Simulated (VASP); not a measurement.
# Rh (Fm-3m) in VASP: a series of runs, part 2 of 2

VASP 6.6.1.

### Step 3. Single point, LDA

Input file INCAR:

```
SYSTEM = Rh
ALGO = Normal ; EDIFF = 1E-6
ENCUT = 520 ; GGA = CA
ISIF = 2 ; ISMEAR = 0
LASPH = .True. ; LCHARG = .False.
LREAL = .False. ; LWAVE = .False.
NBANDS = 14 ; NELM = 80
PREC = Accurate ; SIGMA = 0.01
```

Input file KPOINTS:

```
k-points
0
Gamma
  14 14 14
  0 0 0
```

Input file POSCAR:

```
Rh
1.0
    0.0000000000      1.8776226225      1.8776226225
    1.8776226225      0.0000000000      1.8776226225
    1.8776226225      1.8776226225      0.0000000000
Rh
1
Direct
    0.0000000000      0.0000000000      0.0000000000
```

Potentials or basis: VASP PAW LDA potentials, release 64 (Rh_pv).

Started as:

```console
> cat potpaw_LDA.64/Rh_pv/POTCAR > POTCAR
> mpirun -np 1 vasp_std > vasp.out
```

OUTCAR:

```text
SYSTEM = Rh
   EDIFF = 1E-6
   ENCUT = 520
   GGA = CA
   ISIF = 2
   ISMEAR = 0
   LASPH = .True.
   LREAL = .False.
   NELM = 80
   PREC = Accurate

 ion  position               nearest neighbor table
   1  0.000  0.000  0.000-

  LATTYP: Found a face centered cubic cell.
 ALAT       =     3.7552452450

  Lattice vectors:

 A1 = (   0.0000000000,   1.8776226225,   1.8776226225)
 A2 = (   1.8776226225,   0.0000000000,   1.8776226225)
 A3 = (   1.8776226225,   1.8776226225,   0.0000000000)

Analysis of symmetry for initial positions (statically):
=====================================================================
 Subroutine PRICEL returns:
 Original cell was already a primitive cell.

 Routine SETGRP: Setting up the symmetry group for a
 face centered cubic supercell.

 Subroutine GETGRP returns: Found 48 space group operations
[... 9 lines left out ...]

 Routine SETGRP: Setting up the symmetry group for a
 face centered cubic supercell.

 Subroutine GETGRP returns: Found 48 space group operations
[... 11 lines left out ...]
                                     Primitive cell

  volume of cell :      13.2390

  direct lattice vectors                    reciprocal lattice vectors
     0.000000000  1.877622622  1.877622622    -0.266294192  0.266294192  0.266294192
     1.877622622  0.000000000  1.877622622     0.266294192 -0.266294192  0.266294192
     1.877622622  1.877622622  0.000000000     0.266294192  0.266294192 -0.266294192

  length of vectors
     2.655359378  2.655359378  2.655359378     0.461235071  0.461235071  0.461235071

  position of ions in fractional coordinates (direct lattice)
     0.000000000  0.000000000  0.000000000

  ion indices of the primitive-cell ions
   primitive index   ion index
                 1           1

----------------------------------------------------------------------------------------

 KPOINTS: k-points

[... 86 lines left out ...]
     AMIX     =   0.40;   BMIX     =  1.00
     AMIX_MAG =   1.60;   BMIX_MAG =  1.00
  volume/ion in A,a.u.               =      13.24        89.34
  Fermi-wavevector in a.u.,A,eV,Ry     =   1.706686  3.225169 39.630735  2.912777
  Thomas-Fermi vector in A             =   2.785677
   LORBIT       =      0    0 simple, 1 ext, 2 COOP (PROOUT), +10 PAW based schemes
   GGA     = CA    functional components
   LHFCALC =     F    Hartree Fock is set to
   AEXX    =    0.0000 exact exchange contribution
   IVDW    =     0    specifies the selected vdW correction
   LEPSILON=     F    determine dielectric tensor
   LRPA    =     F    only Hartree local field effects (RPA)
 non-spin polarized calculation
 Gauss-broadening in eV      SIGMA  =   0.01
  energy-cutoff  :      520.00
  volume of cell :       13.24
 maximum number of plane-waves:       368
   NGX =  9   NGY =  9   NGZ =  9

 number of electron      15.0000002 magnetization

 Free energy of the ion-electron system (eV)
  ---------------------------------------------------
  ext. energy  EPLUGINS =         0.00000000
  ---------------------------------------------------
  free energy    TOTEN  =        -8.68285487 eV

  energy without entropy =       -8.68278288  energy(sigma->0) =       -8.68281888

 E-fermi :  12.3739     XC(G=0): -14.5925

 val. band max:       12.3611368062   @ k =   0.4286   0.3571   0.0000
 cond. band min:      12.3779871099   @ k =   0.3571   0.0000   0.0000
 fundamental gap:      0.0168503037
 Fermi energy:        12.3738855399

 k-point     1 :       0.0000    0.0000    0.0000
  band No.  band energies     occupation
      1     -33.7974      2.00000
      2     -33.7974      2.00000
      3     -33.7974      2.00000
      4       4.1125      2.00000
      5       9.1326      2.00000
      6       9.1326      2.00000
      7       9.1326      2.00000
      8      11.3881      2.00000
      9      11.3881      2.00000
     10      28.3335      0.00000
     11      32.6868      0.00000
     12      33.9563      0.00000
     13      33.9563      0.00000
     14      33.9563      0.00000
[... 377 lines left out ...]
      1     -34.2247      2.00000
      2     -33.9152      2.00000
      3     -33.9061      2.00000
      4       6.4256      2.00000
      5       8.0644      2.00000
      6       9.5065      2.00000
      7      10.1030      2.00000
      8      11.4429      2.00000
      9      12.1591      2.00000
     10      28.6561      0.00000
     11      31.0240      0.00000
     12      32.6864      0.00000
     13      33.4539      0.00000
     14      34.6349      0.00000

 [... further k-points ...]
[... 5 lines left out ...]
  --------------------------------------------------------------------------------------
  -------------------------------------------------------------------------------------
  Total        0.0406191      0.0406191      0.0406191      0.0000000     -0.0000000      0.0000000
  in kB        4.9157012      4.9157012      4.9157012      0.0000000     -0.0000000      0.0000000
  external PRESSURE =       4.9157012 kB  Pullay stress =       0.0000000 kB

 VOLUME and BASIS-vectors are now :
 -----------------------------------------------------------------------------
  energy-cutoff  :      520.00
  volume of cell :       13.24
      direct lattice vectors                 reciprocal lattice vectors
     0.000000000  1.877622622  1.877622622    -0.266294192  0.266294192  0.266294192
     1.877622622  0.000000000  1.877622622     0.266294192 -0.266294192  0.266294192
     1.877622622  1.877622622  0.000000000     0.266294192  0.266294192 -0.266294192

 POSITION                                       TOTAL-FORCE (eV/Angst)
 -----------------------------------------------------------------------------------
      0.00000      0.00000      0.00000         0.000000     -0.000000     -0.000000
 -----------------------------------------------------------------------------------
    total drift:                                0.000000      0.000000      0.000000

  FREE ENERGIE OF THE ION-ELECTRON SYSTEM (eV)
  ---------------------------------------------------
  free  energy   TOTEN  =        -8.6828548739 eV

  energy  without entropy=       -8.6827828846  energy(sigma->0) =       -8.68281888
```

stdout:

```text
POSCAR found type information on POSCAR Rh
 POSCAR found :  1 types and       1 ions
 scaLAPACK will be used
 LDA part: xc-table for (Slater(with rela. corr.)+CA(PZ))
 , standard interpolation
 POSCAR, INCAR and KPOINTS ok, starting setup
 FFT: planning ... GRIDC
 FFT: planning ... GRID_SOFT
 FFT: planning ... GRID
 WAVECAR not read
 entering main loop
```

Run time: 5.5 s. Hardware: 1 thread of Intel Xeon 6975P-C (Granite Rapids), shared host; peak memory 0.13 GiB.

Results:

```yaml
Free_energy: -8.6829 eV
Pressure: 0.5 GPa
```

### Step 4. Single point, LDA

Input file INCAR:

```
  PREC = Accurate
  ENCUT = 520
  EDIFF = 1E-7
  ISMEAR = 0
  SIGMA = 0.03
  LREAL = F
  LASPH = T
  NELM = 80
  ALGO = Normal
  ISIF = 2
  LWAVE = F
  LCHARG = T
  LELF = T
  LVHAR = T
  NBANDS = 14
```

Input file KPOINTS:

```
Automatic mesh
0
Gamma
  14 14 14
```

POSCAR is that of step 3.

Started as:

```console
> cat potpaw_LDA.64/Rh_pv/POTCAR > POTCAR
> mpirun -np 1 vasp_std > vasp.out
```

Wall time 6.1 s (1 thread of Intel Xeon 6975P-C (Granite Rapids), shared host); peak memory 0.12 GiB.

The run converged. Its results:

| Item | Value |
| --- | --- |
| Free energy | -8.6832 eV |
| Pressure | 0.5 GPa |

Levels at points of the mesh, in eV from the Fermi level:
```csv
k point,band 4,band 5,band 6,band 7,band 8,band 9,band 10,band 11
"(0.00, 0.00, 0.00)",-8.27,-3.25,-3.25,-3.25,-0.99,-0.99,15.96,20.31
"(0.50, 0.00, 0.00)",-6.45,-3.32,-3.32,0.68,0.68,0.70,9.03,15.49
"(0.50, 0.50, 0.00)",-6.66,-6.29,0.66,1.12,1.12,3.30,12.78,13.47
```

### Step 5. Summary

```csv
smearing,gap on the mesh (eV),pressure (GPa)
fermi-dirac 1 eV,none,26.6
gaussian 0.01 eV,none,0.5
gaussian 0.03 eV,none,0.5
```

Alike in all rows: task single point; level LDA; potentials or basis VASP PAW LDA potentials, release 64 (Rh_pv); no spin polarisation; cell as given; k mesh 14 × 14 × 14; cutoff (eV) 520.

Every run on the cell as given and a fine mesh finds a metal.

Total energies depend on the potentials used, so only differences within one code and one set of settings carry meaning.
